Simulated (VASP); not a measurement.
# TaSi (WC type) (P-6m2) in VASP: notebook

Runs on TaSi (WC type). Level: PBE. Tasks: single point.

Everything below comes from runs of VASP 6.6.1. Logs are shortened: lines on timing, memory, paths and dates and some standing lists are left out, and cuts for length are marked.

**1. The cell of the first run**

It takes space group P-6m2 (No. 187, hexagonal). Conventional cell: a = 3.051 Å, b = 3.051 Å, c = 4.013 Å, α = 90.00°, β = 90.00°, γ = 120.00°. Ta (site symmetry -6m2) has 6 Si at 2.67 Å and 6 Ta at 3.05 Å within 3.5 Å. Within 3.5 Å of Si (site symmetry -6m2) lie 6 Ta at 2.67 Å and 6 Si at 3.05 Å.

**2. Single point, PBE**

INCAR reads:

```
ALGO = Normal ; EDIFF = 1E-6
ENCUT = 520 ; GGA = PE
ISIF = 2 ; ISMEAR = -1
LASPH = T ; LCHARG = T
LELF = T ; LREAL = F
LVHAR = T ; LWAVE = F
NBANDS = 14 ; NELM = 80
PREC = Accurate ; SIGMA = 0.05
```

KPOINTS reads:

```
k-points
0
Gamma
  13 13 12
```

POSCAR reads:

```
TaSi
1.0
    3.0513822132      0.0000000000      0.0000000000
   -1.5256911066      2.6425745132      0.0000000000
    0.0000000000      0.0000000000      4.0129111590
Ta Si
1 1
Direct
    0.0000000000      0.0000000000      0.0000000000
    0.3333333333      0.6666666667      0.5000000000
```

Potentials or basis: VASP PAW PBE potentials, release 64 (Ta_pv, Si).

Launch:

```console
$ cat potpaw_PBE.64/Ta_pv/POTCAR potpaw_PBE.64/Si/POTCAR > POTCAR
$ mpirun -np 1 vasp_std > vasp.out
```

OUTCAR:

```text
EDIFF = 1E-6
   ENCUT = 520
   GGA = PE
   ISIF = 2
   ISMEAR = -1
   LASPH = T
   LREAL = F
   NELM = 80
   PREC = Accurate

 ion  position               nearest neighbor table
   1  0.000  0.000  0.000-   2 2.67   2 2.67   2 2.67   2 2.67   2 2.67   2 2.67
   2  0.333  0.667  0.500-   1 2.67   1 2.67   1 2.67   1 2.67   1 2.67   1 2.67

  LATTYP: Found a hexagonal cell.
 ALAT       =     3.0513822132
 C/A-ratio  =     1.3151125879

  Lattice vectors:

 A1 = (   3.0513822132,   0.0000000000,   0.0000000000)
 A2 = (  -1.5256911066,   2.6425745132,   0.0000000000)
 A3 = (   0.0000000000,   0.0000000000,   4.0129111590)

Analysis of symmetry for initial positions (statically):
=====================================================================
 Subroutine PRICEL returns:
 Original cell was already a primitive cell.

 Routine SETGRP: Setting up the symmetry group for a
 hexagonal supercell.

 Subroutine GETGRP returns: Found 12 space group operations
 (whereof 12 operations were pure point group operations)
 out of a pool of 24 trial point group operations.

The static configuration has the point symmetry D_3h.

Analysis of symmetry for dynamics (positions and initial velocities):
=====================================================================
 Subroutine PRICEL returns:
 Original cell was already a primitive cell.

 Routine SETGRP: Setting up the symmetry group for a
 hexagonal supercell.

 Subroutine GETGRP returns: Found 12 space group operations
 (whereof 12 operations were pure point group operations)
 out of a pool of 24 trial point group operations.

The dynamic configuration has the point symmetry D_3h.

 Subroutine INISYM returns: Found 12 space group operations
 (whereof 12 operations are pure point group operations),
 and found     1 'primitive' translations

----------------------------------------------------------------------------------------

                                     Primitive cell

  volume of cell :      32.3581

  direct lattice vectors                    reciprocal lattice vectors
     3.051382213  0.000000000  0.000000000     0.327720335  0.189209423  0.000000000
    -1.525691107  2.642574513  0.000000000     0.000000000  0.378418847  0.000000000
     0.000000000  0.000000000  4.012911159     0.000000000  0.000000000  0.249195649

  length of vectors
     3.051382213  3.051382213  4.012911159     0.378418847  0.378418847  0.249195649

  position of ions in fractional coordinates (direct lattice)
     0.000000000  0.000000000  0.000000000
     0.333333333  0.666666667  0.500000000

  ion indices of the primitive-cell ions
   primitive index   ion index
                 1           1
                 2           2

----------------------------------------------------------------------------------------

 KPOINTS: k-points

Automatic generation of k-mesh.
 Grid dimensions read from file:
 generate k-points for:   13   13   12

 Generating k-lattice:

  Cartesian coordinates                     Fractional coordinates (reciprocal lattice)
     0.025209257  0.014554571  0.000000000     0.076923077  0.000000000  0.000000000
     0.000000000  0.029109142  0.000000000     0.000000000  0.076923077  0.000000000
     0.000000000  0.000000000  0.020766304     0.000000000  0.000000000  0.083333333

  Length of vectors
     0.029109142  0.029109142  0.020766304

  Shift w.r.t. Gamma in fractional coordinates (k-lattice)
     0.000000000  0.000000000  0.000000000

 Subroutine IBZKPT returns following result:
 ===========================================

 Found    147 irreducible k-points:

 Following reciprocal coordinates:
            Coordinates               Weight
  0.000000  0.000000  0.000000      1.000000
  0.076923  0.000000  0.000000      6.000000
  0.153846  0.000000  0.000000      6.000000
  0.230769 -0.000000  0.000000      6.000000
  0.307692  0.000000  0.000000      6.000000
  0.384615 -0.000000  0.000000      6.000000
[... 16 lines left out ...]
  0.076923  0.000000  0.083333     12.000000
  0.153846  0.000000  0.083333     12.000000
 [... further k-points ...]
   k-points           NKPTS =    147   k-points in BZ     NKDIM =    147   number of bands    NBANDS=     14
   number of dos      NEDOS =    301   number of ions     NIONS =      2
   total plane-waves  NPLWV =  17280
   dimension x,y,z NGX =    24 NGY =   24 NGZ =   30
   dimension x,y,z NGXF=    48 NGYF=   48 NGZF=   60
   ions per type =               1   1
   NGX,Y,Z   is equivalent  to a cutoff of  13.08, 13.08, 12.43 a.u.
   NGXF,Y,Z  is equivalent  to a cutoff of  26.15, 26.15, 24.86 a.u.
 SYSTEM =  unknown system
   PREC   = accura    normal or accurate (medium, high low for compatibility)
   ISTART =      0    job   : 0-new  1-cont  2-samecut
   ICHARG =      2    charge: 1-file 2-atom 10-const
   ISPIN  =      1    spin polarized calculation?
   LNONCOLLINEAR =      F non collinear calculations
   LSORBIT =      F    spin-orbit coupling
   LASPH  =      T    aspherical Exc in radial PAW
   ENCUT  =  520.0 eV  38.22 Ry    6.18 a.u.   5.67  5.67  7.46*2*pi/ulx,y,z
   NELM   =     80;   NELMIN=  2; NELMDL= -5     # of ELM steps
   EDIFF  = 0.1E-05   stopping-criterion for ELM
   LREAL  =      F    real-space projection
   EDIFFG = 0.1E-04   stopping-criterion for IOM
   NSW    =      0    number of steps for IOM
   IBRION =     -1    ionic relax: 0-MD 1-quasi-New 2-CG
   NFREE  =      0    steps in history (QN), initial steepest desc. (CG)
   ISIF   =      2    stress and relaxation
   ISYM   =      2    0-nonsym 1-usesym 2-fastsym
   POTIM  = 0.5000    time-step for ionic-motion
   TEBEG  =    0.0;   TEEND  =   0.0 temperature during run
   PSTRESS=    0.0 pullay stress
   NELECT =      15.0000    total number of electrons
   NUPDOWN=      -1.0000    fix difference up-down
   EMIN   =  10.00;   EMAX   =-10.00  energy-range for DOS
   EFERMI =   0.00;   METHOD = LEGACY
   ISMEAR =    -1;   SIGMA  =   0.05  broadening in eV -4-tet -1-fermi 0-gaus
   EFERMI_NEDOS =   21; number of points for ismear=-14 and -15
   IALGO  =     38    algorithm
   IMIX   =      4    mixing-type and parameters
     AMIX     =   0.40;   BMIX     =  1.00
     AMIX_MAG =   1.60;   BMIX_MAG =  1.00
  volume/ion in A,a.u.               =      16.18       109.18
  Fermi-wavevector in a.u.,A,eV,Ry     =   1.267002  2.394287 21.841367  1.605295
  Thomas-Fermi vector in A             =   2.400173
   LORBIT       =      0    0 simple, 1 ext, 2 COOP (PROOUT), +10 PAW based schemes
   GGA     = PE    functional components
   LHFCALC =     F    Hartree Fock is set to
   AEXX    =    0.0000 exact exchange contribution
   IVDW    =     0    specifies the selected vdW correction
   LEPSILON=     F    determine dielectric tensor
   LRPA    =     F    only Hartree local field effects (RPA)
 non-spin polarized calculation
  energy-cutoff  :      520.00
  volume of cell :       32.36
 maximum number of plane-waves:       891
 NGX is ok and might be reduce to    24
   NGX = 11   NGY = 11   NGZ = 15

 number of electron      15.0000000 magnetization

 Free energy of the ion-electron system (eV)
  ---------------------------------------------------
  ext. energy  EPLUGINS =         0.00000000
  ---------------------------------------------------
  free energy    TOTEN  =       -17.78666013 eV

  energy without entropy =      -17.77872686  energy(sigma->0) =      -17.78269349

 E-fermi :   7.6637     XC(G=0): -11.9748

 val. band max:        7.6484923417   @ k =   0.3077   0.0000   0.5000
 cond. band min:       7.6696584394   @ k =   0.3077   0.1538   0.0833
 fundamental gap:      0.0211660977
 Fermi energy:         7.6636835817

 k-point     1 :       0.0000    0.0000    0.0000
  band No.  band energies     occupation
      1     -26.7908      2.00000
      2     -26.2664      2.00000
      3     -26.2664      2.00000
      4      -4.1401      2.00000
      5       3.7559      2.00000
      6       5.9432      2.00000
      7       7.6872      0.76881
      8       7.6872      0.76881
      9      10.3923      0.00000
     10      10.3923      0.00000
     11      14.8340      0.00000
     12      15.0086      0.00000
     13      15.0086      0.00000
     14      16.7812      0.00000

 k-point     2 :       0.0769    0.0000    0.0000
  band No.  band energies     occupation
      1     -26.7850      2.00000
      2     -26.3051      2.00000
      3     -26.2753      2.00000
      4      -3.9975      2.00000
      5       3.9237      2.00000
      6       5.7801      2.00000
      7       7.3933      1.99107
      8       7.8444      0.05248
      9      10.3006      0.00000
     10      10.5782      0.00000
     11      13.6964      0.00000
     12      14.5954      0.00000
     13      15.1910      0.00000
     14      17.2922      0.00000

 k-point     3 :       0.1538    0.0000    0.0000
  band No.  band energies     occupation
      1     -26.7689      2.00000
      2     -26.4112      2.00000
      3     -26.2997      2.00000
      4      -3.5793      2.00000
      5       4.3693      2.00000
      6       5.3862      2.00000
      7       6.6876      2.00000
      8       8.2961      0.00001
      9      10.0596      0.00000
     10      11.0132      0.00000
     11      12.0527      0.00000
     12      13.8467      0.00000
     13      15.0469      0.00000
     14      17.9975      0.00000
[... 324 lines left out ...]
 k-point    23 :       0.0769    0.0000    0.0833
  band No.  band energies     occupation
      1     -26.7878      2.00000
      2     -26.3050      2.00000
      3     -26.2752      2.00000
      4      -3.9164      2.00000
      5       3.6396      2.00000
      6       5.9391      2.00000
      7       7.4158      1.98605
      8       7.8641      0.03569
      9      10.1925      0.00000
     10      10.4456      0.00000
     11      13.8810      0.00000
     12      14.7182      0.00000
     13      15.2712      0.00000
     14      17.3568      0.00000

 k-point    24 :       0.1538    0.0000    0.0833
  band No.  band energies     occupation
      1     -26.7715      2.00000
      2     -26.4110      2.00000
      3     -26.2996      2.00000
      4      -3.5027      2.00000
      5       4.0202      2.00000
      6       5.6101      2.00000
      7       6.7212      2.00000
      8       8.3114      0.00000
      9       9.9387      0.00000
     10      10.7766      0.00000
     11      12.2814      0.00000
     12      14.0236      0.00000
     13      15.1610      0.00000
     14      17.9316      0.00000

 [... further k-points ...]

------------------------ aborting loop because EDIFF is reached ----------------------------------------

  FORCE on cell =-STRESS in cart. coord.  units (eV):
  Direction    XX          YY          ZZ          XY          YZ          ZX
  --------------------------------------------------------------------------------------
  -------------------------------------------------------------------------------------
  Total       -0.1827943     -0.1827943     -0.1708626      0.0000000      0.0000000      0.0000000
  in kB       -9.0508596     -9.0508596     -8.4600737      0.0000000      0.0000000      0.0000000
  external PRESSURE =      -8.8539310 kB  Pullay stress =       0.0000000 kB

 VOLUME and BASIS-vectors are now :
 -----------------------------------------------------------------------------
  energy-cutoff  :      520.00
  volume of cell :       32.36
      direct lattice vectors                 reciprocal lattice vectors
     3.051382213  0.000000000  0.000000000     0.327720335  0.189209423  0.000000000
    -1.525691107  2.642574513  0.000000000     0.000000000  0.378418847  0.000000000
     0.000000000  0.000000000  4.012911159     0.000000000  0.000000000  0.249195649

 POSITION                                       TOTAL-FORCE (eV/Angst)
 -----------------------------------------------------------------------------------
      0.00000      0.00000      0.00000        -0.000000     -0.000000      0.000000
     -0.00000      1.76172      2.00646         0.000000      0.000000      0.000000
 -----------------------------------------------------------------------------------
    total drift:                               -0.000000      0.000000      0.000000

  FREE ENERGIE OF THE ION-ELECTRON SYSTEM (eV)
  ---------------------------------------------------
  free  energy   TOTEN  =       -17.7866601278 eV

  energy  without entropy=      -17.7787268604  energy(sigma->0) =      -17.78269349
```

Wall time 20 s (1 thread of Intel Xeon Platinum 8559C (Emerald Rapids), shared host); peak memory 0.19 GiB.

What came out:

```
Free energy : -17.7867 eV
Pressure    : -0.9 GPa
```

Levels at points of the mesh, in eV from the Fermi level:
```tsv
k point	band 4	band 5	band 6	band 7	band 8	band 9	band 10	band 11
(0.00, 0.00, 0.00)	-11.80	-3.91	-1.72	0.02	0.02	2.73	2.73	7.17
(0.00, 0.00, 0.50)	-9.86	-7.55	-0.39	0.37	0.37	1.60	1.60	6.97
```

Caveat: spin-orbit coupling is left out, which moves the levels of the heavy elements.

**3. Single point, PBE**

INCAR reads:

```
  ALGO = Normal
  EDIFF = 1E-7
  ENCUT = 520
  GGA = PE
  ISIF = 2
  ISMEAR = -1
  LASPH = T
  LCHARG = T
  LELF = T
  LREAL = F
  LVHAR = T
  LWAVE = F
  NBANDS = 14
  NELM = 80
  PREC = Accurate
  SIGMA = 0.05
```

KPOINTS is that of step 2.

POSCAR reads:

```
TaSi
1.0
    3.0512117004      0.0000000000      0.0000000000
   -1.5256058502      2.6424268449      0.0000000000
    0.0000000000      0.0000000000      4.0125002787
Ta Si
1 1
Direct
    0.0000000000      0.0000000000      0.0000000000
    0.3333333333      0.6666666667      0.5000000000
```

Potentials or basis: VASP PAW PBE potentials, release 64 (Ta_pv, Si).

Launch:

```console
$ cat potpaw_PBE.64/Ta_pv/POTCAR potpaw_PBE.64/Si/POTCAR > POTCAR
$ mpirun -np 1 vasp_std > vasp.out
```

Wall time 24 s (1 thread of Intel Xeon Platinum 8559C (Emerald Rapids), shared host); peak memory 0.2 GiB.

Results (log left out):

```
Free energy : -17.7867 eV
Pressure    : -0.8 GPa
```

Levels at points of the mesh, in eV from the Fermi level:
```tsv
k point	band 5	band 6	band 7	band 8	band 9	band 10
(0.00, 0.00, 0.00)	-3.91	-1.72	0.02	0.02	2.73	2.73
(0.00, 0.00, 0.50)	-7.55	-0.39	0.37	0.37	1.60	1.60
```

Caveat: spin-orbit coupling is left out, which moves the levels of the heavy elements.
